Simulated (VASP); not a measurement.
# B5O (P1) in VASP: single point with PBE

Aim: the single point of B5O with PBE.

All numbers are computed with VASP 6.6.1; they aren't measurements. Logs are shortened: lines on timing, memory, paths and dates and some standing lists are left out, and cuts for length are marked.

### 1 The cell of the first run

The typed cell holds 12 atoms: a = 4.485 Å, b = 4.462 Å, c = 5.783 Å, α = 110.28°, β = 95.24°, γ = 93.90°.

### 2 Single point, PBE

INCAR reads:

```
ALGO     = Normal         # electronic algorithm
EDIFF    = 1E-6           # SCF threshold, eV
ENCUT    = 520            # plane-wave cutoff, eV
GGA      = PE             # functional
ISIF     = 2              # what is computed and relaxed
ISMEAR   = 0              # smearing method
LASPH    = T              # aspherical terms in the spheres
LCHARG   = T              # write CHGCAR
LELF     = T              # ELF
LREAL    = F              # projectors in reciprocal space
LVHAR    = T            
LWAVE    = F              # write WAVECAR
NBANDS   = 33             # bands
NELM     = 100            # most SCF steps
PREC     = Accurate       # precision mode
SIGMA    = 0.1            # smearing width, eV
```

KPOINTS reads:

```
k-points
0
Gamma
  4 4 4
```

POSCAR reads:

```
B5O
1.0
    0.7808057398     -4.4164069318      0.0216682452
   -4.4358678967     -0.4759020887      0.0973973863
    1.8079336432      0.8294436106     -5.4298438085
B O
10 2
Direct
    0.4835411962      0.7642106776      0.9038617490
    0.2976539716      0.6582874798      0.3500438420
    0.5915822575      0.2007341572      0.5022045009
    0.4425625918      0.5549787279      0.0817145035
    0.3544529353      0.9671046760      0.1991493344
    0.5423668658     -0.0001060723      0.7189293932
    0.6075583719      0.3962867198      0.3039996249
    0.3820136993      0.3668865724      0.7786935965
    0.9841303301      0.3719389089      0.2687988188
    0.4463913643      0.5779062264      0.5926888212
    0.8128742426      0.0779273754      0.6261133601
    0.0548721737      0.0638445508      0.1738024557
```

Potentials or basis: VASP PAW PBE potentials, release 64 (B, O).

Launch:

```sh
cat potpaw_PBE.64/B/POTCAR potpaw_PBE.64/O/POTCAR > POTCAR
mpirun -np 1 vasp_std > vasp.out
```

OUTCAR:

```text
EDIFF = 1E-6
   ENCUT = 520
   GGA = PE
   ISIF = 2
   ISMEAR = 0
   LASPH = T
   LREAL = F
   NELM = 100
   PREC = Accurate

 ion  position               nearest neighbor table
   1  0.484  0.764  0.904-   4 1.62   8 1.68  10 1.69   6 1.76   5 1.80
   2  0.298  0.658  0.350-  10 1.66   4 1.66   9 1.75   7 1.86   5 1.88
   3  0.592  0.201  0.502-  11 1.42   7 1.67  10 1.77   6 1.80   5 1.88   8 1.88
   4  0.443  0.555  0.082-   1 1.62   8 1.65   2 1.66   7 1.80   5 1.81
   5  0.354  0.967  0.199-  12 1.45   1 1.80   4 1.81   3 1.88   2 1.88   7 2.02
   6  0.542  1.000  0.719-  11 1.44   1 1.76   8 1.77  10 1.77   3 1.80
   7  0.608  0.396  0.304-   3 1.67   9 1.73   4 1.80  10 1.82   2 1.86   5 2.02
   8  0.382  0.367  0.779-   4 1.65   1 1.68  10 1.69   6 1.77   3 1.88
   9  0.984  0.372  0.269-  12 1.36   7 1.73   2 1.75
  10  0.446  0.578  0.593-   2 1.66   1 1.69   8 1.69   3 1.77   6 1.77   7 1.82
  11  0.813  0.078  0.626-   3 1.42   6 1.44
  12  0.055  0.064  0.174-   9 1.36   5 1.45

  LATTYP: Found a triclinic cell.
 ALAT       =     8.7930660940
 B/A-ratio  =     0.5074892451
 C/A-ratio  =     1.2756461166
 COS(alpha) =     0.0133165896
 COS(beta)  =     0.5769030527
 COS(gamma) =     0.7870533194

  Lattice vectors:

 A1 = (   7.0638021502,   0.1223605668,   5.2350490359)
 A2 = (   4.4358678967,   0.4759020887,  -0.0973973863)
 A3 = (   0.0391948705,   3.2334217993,  10.7406219855)

Analysis of symmetry for initial positions (statically):
=====================================================================
 Subroutine PRICEL returns:
 Original cell was already a primitive cell.

 Routine SETGRP: Setting up the symmetry group for a
 triclinic supercell.

 Subroutine GETGRP returns: Found  1 space group operations
 (whereof  1 operations were pure point group operations)
 out of a pool of  2 trial point group operations.

The static configuration has the point symmetry C_1 .

Analysis of symmetry for dynamics (positions and initial velocities):
=====================================================================
 Subroutine PRICEL returns:
 Original cell was already a primitive cell.

 Routine SETGRP: Setting up the symmetry group for a
 triclinic supercell.

 Subroutine GETGRP returns: Found  1 space group operations
 (whereof  1 operations were pure point group operations)
 out of a pool of  2 trial point group operations.

The dynamic configuration has the point symmetry C_1 .

 Subroutine INISYM returns: Found  1 space group operations
 (whereof  1 operations are pure point group operations),
 and found     1 'primitive' translations

----------------------------------------------------------------------------------------

                                     Primitive cell

  volume of cell :     107.4897

  direct lattice vectors                    reciprocal lattice vectors
     0.780805740 -4.416406932  0.021668245     0.023288632 -0.222439726 -0.026224863
    -4.435867897 -0.475902089  0.097397386    -0.222927637 -0.039806861 -0.080307268
     1.807933643  0.829443611 -5.429843809    -0.003905811 -0.001601697 -0.185712518

  length of vectors
     4.484950089  4.462386474  5.782716018     0.225187779  0.240271877  0.185760491

  position of ions in fractional coordinates (direct lattice)
     0.483541196  0.764210678  0.903861749
     0.297653972  0.658287480  0.350043842
     0.591582258  0.200734157  0.502204501
     0.442562592  0.554978728  0.081714504
     0.354452935  0.967104676  0.199149334
     0.542366866  0.999893928  0.718929393
     0.607558372  0.396286720  0.303999625
     0.382013699  0.366886572  0.778693596
     0.984130330  0.371938909  0.268798819
     0.446391364  0.577906226  0.592688821
     0.812874243  0.077927375  0.626113360
     0.054872174  0.063844551  0.173802456

  ion indices of the primitive-cell ions
   primitive index   ion index
                 1           1
                 2           2
                 3           3
                 4           4
                 5           5
                 6           6
                 7           7
                 8           8
                 9           9
                10          10
                11          11
                12          12

----------------------------------------------------------------------------------------

 KPOINTS: k-points

Automatic generation of k-mesh.
 Grid dimensions read from file:
 generate k-points for:    4    4    4

 Generating k-lattice:

  Cartesian coordinates                     Fractional coordinates (reciprocal lattice)
     0.005822158 -0.055609932 -0.006556216     0.250000000 -0.000000000  0.000000000
    -0.055731909 -0.009951715 -0.020076817    -0.000000000  0.250000000 -0.000000000
    -0.000976453 -0.000400424 -0.046428129    -0.000000000 -0.000000000  0.250000000

  Length of vectors
     0.056296945  0.060067969  0.046440123

  Shift w.r.t. Gamma in fractional coordinates (k-lattice)
     0.000000000  0.000000000  0.000000000

 Subroutine IBZKPT returns following result:
 ===========================================

 Found     36 irreducible k-points:

 Following reciprocal coordinates:
            Coordinates               Weight
  0.000000  0.000000  0.000000      1.000000
  0.250000  0.000000  0.000000      2.000000
  0.500000  0.000000  0.000000      1.000000
  0.000000  0.250000  0.000000      2.000000
  0.250000  0.250000  0.000000      2.000000
  0.500000  0.250000  0.000000      2.000000
[... 16 lines left out ...]
 -0.000000 -0.250000  0.250000      2.000000
  0.250000 -0.250000  0.250000      2.000000
 [... further k-points ...]
   k-points           NKPTS =     36   k-points in BZ     NKDIM =     36   number of bands    NBANDS=     33
   number of dos      NEDOS =    301   number of ions     NIONS =     12
   total plane-waves  NPLWV =  62208
   dimension x,y,z NGX =    36 NGY =   36 NGZ =   48
   dimension x,y,z NGXF=    72 NGYF=   72 NGZF=   96
   ions per type =              10   2
   NGX,Y,Z   is equivalent  to a cutoff of  13.34, 13.41, 13.80 a.u.
   NGXF,Y,Z  is equivalent  to a cutoff of  26.69, 26.82, 27.60 a.u.
 SYSTEM =  unknown system
   PREC   = accura    normal or accurate (medium, high low for compatibility)
   ISTART =      0    job   : 0-new  1-cont  2-samecut
   ICHARG =      2    charge: 1-file 2-atom 10-const
   ISPIN  =      1    spin polarized calculation?
   LNONCOLLINEAR =      F non collinear calculations
   LSORBIT =      F    spin-orbit coupling
   LASPH  =      T    aspherical Exc in radial PAW
   ENCUT  =  520.0 eV  38.22 Ry    6.18 a.u.   8.34  8.30 10.75*2*pi/ulx,y,z
   NELM   =    100;   NELMIN=  2; NELMDL= -5     # of ELM steps
   EDIFF  = 0.1E-05   stopping-criterion for ELM
   LREAL  =      F    real-space projection
   EDIFFG = 0.1E-04   stopping-criterion for IOM
   NSW    =      0    number of steps for IOM
   IBRION =     -1    ionic relax: 0-MD 1-quasi-New 2-CG
   NFREE  =      0    steps in history (QN), initial steepest desc. (CG)
   ISIF   =      2    stress and relaxation
   ISYM   =      2    0-nonsym 1-usesym 2-fastsym
   POTIM  = 0.5000    time-step for ionic-motion
   TEBEG  =    0.0;   TEEND  =   0.0 temperature during run
   PSTRESS=    0.0 pullay stress
   NELECT =      42.0000    total number of electrons
   NUPDOWN=      -1.0000    fix difference up-down
   EMIN   =  10.00;   EMAX   =-10.00  energy-range for DOS
   EFERMI =   0.00;   METHOD = LEGACY
   ISMEAR =     0;   SIGMA  =   0.10  broadening in eV -4-tet -1-fermi 0-gaus
   EFERMI_NEDOS =   21; number of points for ismear=-14 and -15
   IALGO  =     38    algorithm
   IMIX   =      4    mixing-type and parameters
     AMIX     =   0.40;   BMIX     =  1.00
     AMIX_MAG =   1.60;   BMIX_MAG =  1.00
  volume/ion in A,a.u.               =       8.96        60.45
  Fermi-wavevector in a.u.,A,eV,Ry     =   1.196839  2.261697 19.489297  1.432423
  Thomas-Fermi vector in A             =   2.332769
   LORBIT       =      0    0 simple, 1 ext, 2 COOP (PROOUT), +10 PAW based schemes
   GGA     = PE    functional components
   LHFCALC =     F    Hartree Fock is set to
   AEXX    =    0.0000 exact exchange contribution
   IVDW    =     0    specifies the selected vdW correction
   LEPSILON=     F    determine dielectric tensor
   LRPA    =     F    only Hartree local field effects (RPA)
 non-spin polarized calculation
 Gauss-broadening in eV      SIGMA  =   0.10
  energy-cutoff  :      520.00
  volume of cell :      107.49
 maximum number of plane-waves:      2908
 NGX is ok and might be reduce to    36
   NGX = 17   NGY = 17   NGZ = 21

 number of electron      41.9999999 magnetization

 Free energy of the ion-electron system (eV)
  ---------------------------------------------------
  ext. energy  EPLUGINS =         0.00000000
  ---------------------------------------------------
  free energy    TOTEN  =       -79.34912021 eV

  energy without entropy =      -79.34911998  energy(sigma->0) =      -79.34912010

 E-fermi :   4.2186     XC(G=0): -10.2907

 val. band max:        3.9075913918   @ k =   0.0000   0.5000   0.2500
 cond. band min:       4.5312092749   @ k =   0.2500   0.2500   0.2500
 fundamental gap:      0.6236178831
 Fermi energy:         4.2185816521

 k-point     1 :       0.0000    0.0000    0.0000
  band No.  band energies     occupation
      1     -17.5790      2.00000
      2     -17.0219      2.00000
      3     -10.1438      2.00000
      4      -7.6275      2.00000
      5      -7.0060      2.00000
      6      -5.6642      2.00000
[... 25 lines left out ...]
     32      12.2325      0.00000
     33      13.0453      0.00000

 k-point     2 :       0.2500    0.0000    0.0000
  band No.  band energies     occupation
      1     -17.5529      2.00000
      2     -17.0226      2.00000
      3     -10.2226      2.00000
      4      -7.5942      2.00000
      5      -7.0564      2.00000
      6      -5.8382      2.00000
[... 25 lines left out ...]
     32      11.9782      0.00000
     33      13.2267      0.00000

 k-point     3 :       0.5000    0.0000    0.0000
  band No.  band energies     occupation
      1     -17.5257      2.00000
      2     -17.0242      2.00000
      3     -10.3022      2.00000
      4      -7.5899      2.00000
      5      -7.0769      2.00000
      6      -5.8441      2.00000
[... 25 lines left out ...]
     32      12.5381      0.00000
     33      13.0218      0.00000

 k-point     4 :       0.0000    0.2500    0.0000
  band No.  band energies     occupation
      1     -17.5594      2.00000
      2     -17.0138      2.00000
      3     -10.0973      2.00000
      4      -7.6769      2.00000
      5      -7.3421      2.00000
      6      -6.1280      2.00000
[... 673 lines left out ...]
     32      11.7705      0.00000
     33      12.5763      0.00000

 k-point    23 :      -0.0000   -0.2500    0.2500
  band No.  band energies     occupation
      1     -17.5512      2.00000
      2     -17.0242      2.00000
      3      -9.9803      2.00000
      4      -8.3389      2.00000
      5      -6.7244      2.00000
      6      -5.9326      2.00000
[... 25 lines left out ...]
     32      11.9203      0.00000
     33      12.2885      0.00000

 k-point    24 :       0.2500   -0.2500    0.2500
  band No.  band energies     occupation
      1     -17.5309      2.00000
      2     -17.0199      2.00000
      3     -10.0382      2.00000
      4      -8.2773      2.00000
      5      -6.6929      2.00000
      6      -6.2653      2.00000
[... 25 lines left out ...]
     32      12.0483      0.00000
     33      12.5602      0.00000

 [... further k-points ...]

------------------------ aborting loop because EDIFF is reached ----------------------------------------

  FORCE on cell =-STRESS in cart. coord.  units (eV):
  Direction    XX          YY          ZZ          XY          YZ          ZX
  --------------------------------------------------------------------------------------
  -------------------------------------------------------------------------------------
  Total        0.3009445      0.2656465      0.2282451     -0.0417755     -0.0172439     -0.0761539
  in kB        4.4856983      3.9595674      3.4020853     -0.6226811     -0.2570280     -1.1351041
  external PRESSURE =       3.9491170 kB  Pullay stress =       0.0000000 kB

 VOLUME and BASIS-vectors are now :
 -----------------------------------------------------------------------------
  energy-cutoff  :      520.00
  volume of cell :      107.49
      direct lattice vectors                 reciprocal lattice vectors
     0.780805740 -4.416406932  0.021668245     0.023288632 -0.222439726 -0.026224863
    -4.435867897 -0.475902089  0.097397386    -0.222927637 -0.039806861 -0.080307268
     1.807933643  0.829443611 -5.429843809    -0.003905811 -0.001601697 -0.185712518

 POSITION                                       TOTAL-FORCE (eV/Angst)
 -----------------------------------------------------------------------------------
     -1.37826     -1.74950     -4.82292        -0.023296     -0.001225     -0.002329
     -2.05481     -1.33750     -1.83012        -0.006703      0.014236     -0.001346
      0.47943     -2.29165     -2.69452        -0.082610      0.074970      0.057239
     -1.96852     -2.15087     -0.38005         0.027198     -0.007737      0.007259
     -3.65314     -1.86047     -0.97948         0.044362     -0.049223      0.009990
     -2.71214     -2.27485     -3.79454         0.048555      0.112463     -0.035479
     -0.73388     -2.61967     -1.59891        -0.006752      0.004922      0.025660
      0.07864     -1.21585     -4.18417         0.017916      0.001774      0.004734
     -0.39549     -4.30037     -1.40199        -0.064389      0.024741     -0.027624
     -1.14343     -1.75487     -3.15225        -0.023271      0.003302     -0.036954
      1.42099     -3.10774     -3.37449         0.051137     -0.175431     -0.021420
      0.07386     -0.12856     -0.93631         0.017854     -0.002793      0.020271
 -----------------------------------------------------------------------------------
    total drift:                               -0.000040     -0.000077     -0.000092

  FREE ENERGIE OF THE ION-ELECTRON SYSTEM (eV)
  ---------------------------------------------------
  free  energy   TOTEN  =       -79.3491202124 eV

  energy  without entropy=      -79.3491199842  energy(sigma->0) =      -79.34912010
```

Wall time 97 s (1 thread of AMD EPYC 9R45 (Zen 5), shared host); peak memory 0.24 GiB.

Results:

- Free energy: -79.3491 eV
- Pressure: 0.4 GPa
- Largest force: 0.184 eV/Å
- Band gap on the k mesh: 0.62 eV (least direct gap 0.98 eV)

Forces on the atoms (eV/Å):
```
B   -0.023 -0.001 -0.002
B   -0.007  0.014 -0.001
B   -0.083  0.075  0.057
B    0.027 -0.008  0.007
B    0.044 -0.049  0.010
B    0.049  0.112 -0.035
B   -0.007  0.005  0.026
B    0.018  0.002  0.005
B   -0.064  0.025 -0.028
B   -0.023  0.003 -0.037
O    0.051 -0.175 -0.021
O    0.018 -0.003  0.020
```

Stress tensor (GPa, compression positive):
```
 0.45 -0.06 -0.11
-0.06  0.40 -0.03
-0.11 -0.03  0.34
```

Caveat: semilocal functionals underestimate gaps, and a narrow one can read as zero. A k mesh can miss the band edges.
